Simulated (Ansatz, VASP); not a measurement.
## One calculation of LiBe2S3, two programs

```
Li Be S
1.0
     3.29563    0.00000    0.00000
    -1.64781    2.85410    0.00000
     0.00000    0.00000    8.88204
Li Be S
1 2 3
Direct
  0.00000 0.00000 0.50000
  0.66667 0.33333 0.19848
  0.33333 0.66667 0.80152
  0.00000 0.00000 0.00000
  0.33333 0.66667 0.30411
  0.66667 0.33333 0.69589
```

Alike in both runs: functional PBE; k mesh 12 × 12 × 4; occupations gaussian, width 0.1 eV; no spin polarisation.

Ansatz relaxed the structure, and its values are those at the end. VASP's run is a single point on that final structure, the one shown.

|  | VASP | Ansatz |
| --- | --- | --- |
| version | VASP 6.6.1 | Ansatz 0.2.0 |
| potentials or method | VASP PAW PBE potentials, release 64 (Li_sv, Be, S), cutoff 520 eV | scalar-relativistic, plane waves, PAW |
| valence electrons in the cell | 25 | 25 |

|  | VASP | Ansatz | Ansatz less VASP |
| --- | --- | --- | --- |
| gap on the k mesh at the Fermi level (eV) | none | none | - |
| rms of the force components (eV/Å) | 0.004 | 0.001 | -0.0033 |

A gap of «none» marks a metal or a gap that the smearing closes. The functional is the same, so the differences come from potentials, cutoffs and numerics.

Noted on VASP's run: the cutoff is under 1.25 times that of the potentials, so the pressure is a little rough.
